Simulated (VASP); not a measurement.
BiTe:

```
Bi Te
1.0
     0.00000    3.23500    3.23500
     3.23500    0.00000    3.23500
     3.23500    3.23500    0.00000
Bi Te
1 1
Direct
  0.00000 0.00000 0.00000
  0.50000 0.50000 0.50000
```

```yaml
Program: VASP 6.6.1
Task: relaxation of cell and atoms
Functional: revPBE
Dispersion: D4
Potentials_or_basis: VASP PAW PBE potentials, release 64 (Bi_d, Te)
Cutoff: 600 eV
k_mesh: 7 × 7 × 7
Occupations: fermi-dirac, width 0.05 eV
Spin: no spin polarisation
```

At the start: pressure -1.7 GPa; volume 33.86 Å³/atom.

Task: How do energy, volume and symmetry change on relaxing?

Result: Over 3 steps the energy falls by 6.3 meV/atom and the volume is 32.70 Å³/atom (-3.4 %); space group Fm-3m (No. 225, to 0.05 Å).

Step by step:
```
step  energy change (eV)  largest force (eV/Å)  pressure (GPa)  volume (Å³)
   1              0.0000                0.0000           -1.69        67.71
   2             -0.0092                0.0000            0.97        64.27
   3             -0.0126                0.0000            0.01        65.41
```

Final structure:
```
Bi Te
1.0
     0.00000    3.19792    3.19792
     3.19792    0.00000    3.19792
     3.19792    3.19792    0.00000
Bi Te
1 1
Direct
  0.00000 0.00000 0.00000
  0.50000 0.50000 0.50000
```

Caveat: the PAW data sets were made with another functional, which shifts forces and pressure a little; pairwise dispersion overbinds metals, which lowers pressure and volume.
